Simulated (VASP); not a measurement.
# Y (P6_3/mmc) in VASP: notebook

Y is run at these levels: LDA; tasks: single point.

All numbers are computed with VASP 6.6.1; they aren't measurements. Logs are shortened: lines on timing, memory, paths and dates and some standing lists are left out, and cuts for length are marked.

**1. The cell of the first run**

Symmetry: P6_3/mmc, No. 194, hexagonal system. Conventional cell: a = 3.643 Å, b = 3.643 Å, c = 5.879 Å, α = 90.00°, β = 90.00°, γ = 120.00°. Within 4.7 Å of Y (site symmetry -6m2) lie 12 Y at 3.61 to 3.64 Å.

**2. Single point, LDA**

The input, INCAR:

```
SYSTEM = Y
  ALGO = Fast
  EDIFF = 1E-6
  ENCUT = 520
  GGA = CA
  ISIF = 2
  ISMEAR = 0
  LASPH = .TRUE.
  LCHARG = .TRUE.
  LELF = .TRUE.
  LREAL = .FALSE.
  LVHAR = .TRUE.
  LWAVE = .FALSE.
  NBANDS = 18
  NELM = 80
  PREC = Accurate
  SIGMA = 0.1
```

The input, KPOINTS:

```
k-points
0
G
  6 6 4
  0 0 0
```

The input, POSCAR:

```
Y
1.0
    3.6425693900      0.0000000000      0.0000000000
   -1.8212847000      3.1545576300      0.0000000000
    0.0000000000      0.0000000000      5.8791583500
Y
2
Direct
    0.3333333300      0.6666666700      0.2500000000
    0.6666666700      0.3333333300      0.7500000000
```

Potentials or basis: VASP PAW LDA potentials, release 64 (Y_sv).

Started as:

```console
$ cat potpaw_LDA.64/Y_sv/POTCAR > POTCAR
$ mpirun -np 1 vasp_std > vasp.out
```

OUTCAR:

```text
SYSTEM = Y
   EDIFF = 1E-6
   ENCUT = 520
   GGA = CA
   ISIF = 2
   ISMEAR = 0
   LASPH = .TRUE.
   LREAL = .FALSE.
   NELM = 80
   PREC = Accurate

 ion  position               nearest neighbor table
   1  0.333  0.667  0.250-   2 3.61   2 3.61   2 3.61   2 3.61   2 3.61   2 3.61
   2  0.667  0.333  0.750-   1 3.61   1 3.61   1 3.61   1 3.61   1 3.61   1 3.61

  LATTYP: Found a hexagonal cell.
 ALAT       =     3.6425693900
 C/A-ratio  =     1.6140140984

  Lattice vectors:

 A1 = (   3.6425693900,   0.0000000000,   0.0000000000)
 A2 = (  -1.8212847000,   3.1545576300,   0.0000000000)
 A3 = (   0.0000000000,   0.0000000000,   5.8791583500)

Analysis of symmetry for initial positions (statically):
=====================================================================
 Subroutine PRICEL returns:
 Original cell was already a primitive cell.

 Routine SETGRP: Setting up the symmetry group for a
 hexagonal supercell.

 Subroutine GETGRP returns: Found 24 space group operations
 (whereof 12 operations were pure point group operations)
 out of a pool of 24 trial point group operations.

The static configuration has the point symmetry D_3d.
 The point group associated with its full space group is D_6h.

Analysis of symmetry for dynamics (positions and initial velocities):
=====================================================================
 Subroutine PRICEL returns:
 Original cell was already a primitive cell.

 Routine SETGRP: Setting up the symmetry group for a
 hexagonal supercell.

 Subroutine GETGRP returns: Found 24 space group operations
 (whereof 12 operations were pure point group operations)
 out of a pool of 24 trial point group operations.

The dynamic configuration has the point symmetry D_3d.
 The point group associated with its full space group is D_6h.

 Subroutine INISYM returns: Found 24 space group operations
 (whereof 12 operations are pure point group operations),
 and found     1 'primitive' translations

----------------------------------------------------------------------------------------

                                     Primitive cell

  volume of cell :      67.5556

  direct lattice vectors                    reciprocal lattice vectors
     3.642569390  0.000000000  0.000000000     0.274531489  0.158500830  0.000000000
    -1.821284700  3.154557630  0.000000000     0.000000000  0.317001658  0.000000000
     0.000000000  0.000000000  5.879158350     0.000000000  0.000000000  0.170092374

  length of vectors
     3.642569390  3.642569395  5.879158350     0.317001659  0.317001658  0.170092374

  position of ions in fractional coordinates (direct lattice)
     0.333333330  0.666666670  0.250000000
     0.666666670  0.333333330  0.750000000

  ion indices of the primitive-cell ions
   primitive index   ion index
                 1           1
                 2           2

----------------------------------------------------------------------------------------

 KPOINTS: k-points

Automatic generation of k-mesh.
 Grid dimensions read from file:
 generate k-points for:    6    6    4

 Generating k-lattice:

  Cartesian coordinates                     Fractional coordinates (reciprocal lattice)
     0.045755248  0.026416805  0.000000000     0.166666667 -0.000000000  0.000000000
     0.000000000  0.052833610  0.000000000     0.000000000  0.166666667  0.000000000
     0.000000000  0.000000000  0.042523093     0.000000000  0.000000000  0.250000000

  Length of vectors
     0.052833610  0.052833610  0.042523093

  Shift w.r.t. Gamma in fractional coordinates (k-lattice)
     0.000000000  0.000000000  0.000000000

 Subroutine IBZKPT returns following result:
 ===========================================

 Found     21 irreducible k-points:

 Following reciprocal coordinates:
            Coordinates               Weight
  0.000000  0.000000  0.000000      1.000000
  0.166667  0.000000  0.000000      6.000000
  0.333333  0.000000  0.000000      6.000000
  0.500000  0.000000  0.000000      3.000000
  0.166667  0.166667  0.000000      6.000000
  0.333333  0.166667  0.000000     12.000000
[... 13 lines left out ...]
  0.333333  0.166667  0.500000     12.000000
  0.333333  0.333333  0.500000      2.000000
   k-points           NKPTS =     21   k-points in BZ     NKDIM =     21   number of bands    NBANDS=     18
   number of dos      NEDOS =    301   number of ions     NIONS =      2
   total plane-waves  NPLWV =  37632
   dimension x,y,z NGX =    28 NGY =   28 NGZ =   48
   dimension x,y,z NGXF=    56 NGYF=   56 NGZF=   96
   ions per type =               2
   NGX,Y,Z   is equivalent  to a cutoff of  12.78, 12.78, 13.57 a.u.
   NGXF,Y,Z  is equivalent  to a cutoff of  25.56, 25.56, 27.15 a.u.
 SYSTEM =  Y
   PREC   = accura    normal or accurate (medium, high low for compatibility)
   ISTART =      0    job   : 0-new  1-cont  2-samecut
   ICHARG =      2    charge: 1-file 2-atom 10-const
   ISPIN  =      1    spin polarized calculation?
   LNONCOLLINEAR =      F non collinear calculations
   LSORBIT =      F    spin-orbit coupling
   LASPH  =      T    aspherical Exc in radial PAW
   ENCUT  =  520.0 eV  38.22 Ry    6.18 a.u.   6.77  6.77 10.93*2*pi/ulx,y,z
   NELM   =     80;   NELMIN=  2; NELMDL= -5     # of ELM steps
   EDIFF  = 0.1E-05   stopping-criterion for ELM
   LREAL  =      F    real-space projection
   EDIFFG = 0.1E-04   stopping-criterion for IOM
   NSW    =      0    number of steps for IOM
   IBRION =     -1    ionic relax: 0-MD 1-quasi-New 2-CG
   NFREE  =      0    steps in history (QN), initial steepest desc. (CG)
   ISIF   =      2    stress and relaxation
   ISYM   =      2    0-nonsym 1-usesym 2-fastsym
   POTIM  = 0.5000    time-step for ionic-motion
   TEBEG  =    0.0;   TEEND  =   0.0 temperature during run
   PSTRESS=    0.0 pullay stress
   NELECT =      22.0000    total number of electrons
   NUPDOWN=      -1.0000    fix difference up-down
   EMIN   =  10.00;   EMAX   =-10.00  energy-range for DOS
   EFERMI =   0.00;   METHOD = LEGACY
   ISMEAR =     0;   SIGMA  =   0.10  broadening in eV -4-tet -1-fermi 0-gaus
   EFERMI_NEDOS =   21; number of points for ismear=-14 and -15
   IALGO  =     68    algorithm
   IMIX   =      4    mixing-type and parameters
     AMIX     =   0.40;   BMIX     =  1.00
     AMIX_MAG =   1.60;   BMIX_MAG =  1.00
  volume/ion in A,a.u.               =      33.78       227.94
  Fermi-wavevector in a.u.,A,eV,Ry     =   1.126320  2.128437 17.260315  1.268597
  Thomas-Fermi vector in A             =   2.263002
   LORBIT       =      0    0 simple, 1 ext, 2 COOP (PROOUT), +10 PAW based schemes
   GGA     = CA    functional components
   LHFCALC =     F    Hartree Fock is set to
   AEXX    =    0.0000 exact exchange contribution
   IVDW    =     0    specifies the selected vdW correction
   LEPSILON=     F    determine dielectric tensor
   LRPA    =     F    only Hartree local field effects (RPA)
 non-spin polarized calculation
 RMM-DIIS sequential band-by-band and
 Gauss-broadening in eV      SIGMA  =   0.10
  energy-cutoff  :      520.00
  volume of cell :       67.56
 maximum number of plane-waves:      1842
 NGX is ok and might be reduce to    28
   NGX = 13   NGY = 13   NGZ = 21

 number of electron      22.0000001 magnetization

 Free energy of the ion-electron system (eV)
  ---------------------------------------------------
  ext. energy  EPLUGINS =         0.00000000
  ---------------------------------------------------
  free energy    TOTEN  =       -13.77747214 eV

  energy without entropy =      -13.75271941  energy(sigma->0) =      -13.76509578

 E-fermi :   2.7489     XC(G=0):  -9.5343

 val. band max:        2.7360394762   @ k =   0.3333   0.1667   0.2500
 cond. band min:       2.7981324781   @ k =   0.1667   0.1667   0.0000
 fundamental gap:      0.0620930019
 Fermi energy:         2.7489254852

 k-point     1 :       0.0000    0.0000    0.0000
  band No.  band energies     occupation
      1     -39.8344      2.00000
      2     -39.7749      2.00000
      3     -20.1841      2.00000
      4     -19.7520      2.00000
      5     -19.7520      2.00000
      6     -19.6800      2.00000
[... 10 lines left out ...]
     17       5.4978      0.00000
     18       5.4978      0.00000

 k-point     2 :       0.1667    0.0000    0.0000
  band No.  band energies     occupation
      1     -39.8220      2.00000
      2     -39.7695      2.00000
      3     -20.1404      2.00000
      4     -19.8470      2.00000
      5     -19.7819      2.00000
      6     -19.7774      2.00000
[... 10 lines left out ...]
     17       5.0976      0.00000
     18       5.4273      0.00000

 k-point     3 :       0.3333    0.0000    0.0000
  band No.  band energies     occupation
      1     -39.7949      2.00000
      2     -39.7607      2.00000
      3     -20.0374      2.00000
      4     -20.0344      2.00000
      5     -19.9604      2.00000
      6     -19.8379      2.00000
[... 10 lines left out ...]
     17       6.4047      0.00000
     18       6.7439      0.00000

 k-point     4 :       0.5000    0.0000    0.0000
  band No.  band energies     occupation
      1     -39.7786      2.00000
      2     -39.7591      2.00000
      3     -20.1321      2.00000
      4     -20.0472      2.00000
      5     -19.9561      2.00000
      6     -19.8648      2.00000
[... 312 lines left out ...]
      4     -20.0292      2.00000
      5     -19.8210      2.00000
      6     -19.8210      2.00000
[... 10 lines left out ...]
     17       6.7310      0.00000
     18       6.7313      0.00000

 k-point    20 :       0.3333    0.1667    0.5000
  band No.  band energies     occupation
      1     -39.7688      2.00000
      2     -39.7688      2.00000
      3     -20.1161      2.00000
      4     -20.1161      2.00000
      5     -19.8819      2.00000
      6     -19.8819      2.00000
[... 10 lines left out ...]
     17       7.3305      0.00000
     18       7.3307      0.00000

 k-point    21 :       0.3333    0.3333    0.5000
  band No.  band energies     occupation
      1     -39.7643      2.00000
      2     -39.7643      2.00000
      3     -20.0825      2.00000
      4     -20.0825      2.00000
      5     -19.9762      2.00000
      6     -19.9762      2.00000
[... 10 lines left out ...]
     17       7.1228      0.00000
     18       7.1228      0.00000

------------------------ aborting loop because EDIFF is reached ----------------------------------------

  FORCE on cell =-STRESS in cart. coord.  units (eV):
  Direction    XX          YY          ZZ          XY          YZ          ZX
  --------------------------------------------------------------------------------------
  -------------------------------------------------------------------------------------
  Total       -1.5890852     -1.5890852     -2.5962627      0.0000000      0.0000000     -0.0000000
  in kB      -37.6874107    -37.6874108    -61.5740560      0.0000001      0.0000000     -0.0000000
  external PRESSURE =     -45.6496258 kB  Pullay stress =       0.0000000 kB

 VOLUME and BASIS-vectors are now :
 -----------------------------------------------------------------------------
  energy-cutoff  :      520.00
  volume of cell :       67.56
      direct lattice vectors                 reciprocal lattice vectors
     3.642569390  0.000000000  0.000000000     0.274531489  0.158500830  0.000000000
    -1.821284700  3.154557630  0.000000000     0.000000000  0.317001658  0.000000000
     0.000000000  0.000000000  5.879158350     0.000000000  0.000000000  0.170092374

 POSITION                                       TOTAL-FORCE (eV/Angst)
 -----------------------------------------------------------------------------------
     -0.00000      2.10304      1.46979        -0.000000      0.000000      0.000000
      1.82128      1.05152      4.40937         0.000000      0.000000      0.000000
 -----------------------------------------------------------------------------------
    total drift:                               -0.000005      0.000003     -0.000000

  FREE ENERGIE OF THE ION-ELECTRON SYSTEM (eV)
  ---------------------------------------------------
  free  energy   TOTEN  =       -13.7774721392 eV

  energy  without entropy=      -13.7527194116  energy(sigma->0) =      -13.76509578
```

Run time: 24 s. Hardware: 1 thread of Intel Xeon Platinum 8488C (Sapphire Rapids), shared host; peak memory 0.18 GiB.

Results:

```
Free energy            : -13.7775 eV
Pressure               : -4.6 GPa
Band gap on the k mesh : zero (band 11 reaches 3.50 eV, above the bottom of band 12 at 2.31 eV)
```

Stress tensor (GPa, compression positive):
```
-3.77  0.00  0.00
 0.00 -3.77  0.00
 0.00  0.00 -6.16
```

Levels at points of the mesh, in eV from the Fermi level:
| k point | band 9 | band 10 | band 11 | band 12 | band 13 | band 14 |
| --- | --- | --- | --- | --- | --- | --- |
| (0.00, 0.00, 0.00) | -4.69 | -1.95 | 0.66 | 1.64 | 1.64 | 1.70 |
| (0.50, 0.00, 0.00) | -1.70 | -1.21 | -0.87 | -0.08 | 1.18 | 1.47 |
| (0.00, 0.00, 0.50) | -3.34 | -3.34 | 0.75 | 0.75 | 1.60 | 1.60 |
| (0.50, 0.00, 0.50) | -1.68 | -1.68 | -0.04 | -0.04 | 1.29 | 1.29 |

**3. Single point, LDA**

This run uses another cell than the first one, of 29.95 Å³/atom, 0.887 times its volume.

The input, INCAR:

```
PREC     = Accurate       # precision mode
ENCUT    = 520            # plane-wave cutoff, eV
EDIFF    = 1E-6           # SCF threshold, eV
ISMEAR   = 0              # smearing method
SIGMA    = 0.1            # smearing width, eV
LREAL    = F              # projectors in reciprocal space
LASPH    = T              # aspherical terms in the spheres
NELM     = 60             # most SCF steps
ALGO     = Normal         # electronic algorithm
ISIF     = 2              # what is computed and relaxed
LWAVE    = F              # write WAVECAR
LCHARG   = T              # write CHGCAR
LELF     = T              # ELF
LVHAR    = T            
NBANDS   = 18             # bands
```

The input, KPOINTS:

```
Automatic mesh
0
Gamma
  12 12 6
```

The input, POSCAR:

```
Y
1.0
    3.5482269621      0.0000000028      0.0000000000
   -1.7741134835      3.0728546861      0.0000000000
    0.0000000000      0.0000000000      5.4939804357
Y
2
Direct
    0.3333333333      0.6666666667      0.2500000000
    0.6666666667      0.3333333333      0.7500000000
```

Potentials or basis: VASP PAW LDA potentials, release 64 (Y_sv).

Started as:

```console
$ cat potpaw_LDA.64/Y_sv/POTCAR > POTCAR
$ mpirun -np 1 vasp_std > vasp.out
```

Run time: 40 s. Hardware: 1 thread of Intel Xeon Platinum 8488C (Sapphire Rapids), shared host; peak memory 0.21 GiB.

It converged, with:

- Free energy: -13.9031 eV
- Pressure: -0.1 GPa
- Band gap on the k mesh: zero (band 11 reaches 4.66 eV, above the bottom of band 12 at 2.87 eV)

Levels at points of the mesh, in eV from the Fermi level:
```tsv
k point	band 8	band 9	band 10	band 11	band 12	band 13	band 14	band 15
(0.00, 0.00, 0.00)	-21.97	-4.83	-2.03	1.35	1.72	1.72	2.19	2.42
(0.50, 0.00, 0.00)	-22.10	-1.75	-1.41	-0.97	0.05	1.38	1.58	2.26
(0.00, 0.00, 0.50)	-22.09	-3.25	-3.25	1.01	1.01	1.61	1.61	1.61
(0.50, 0.00, 0.50)	-22.17	-1.83	-1.83	0.03	0.03	1.67	1.67	2.86
```
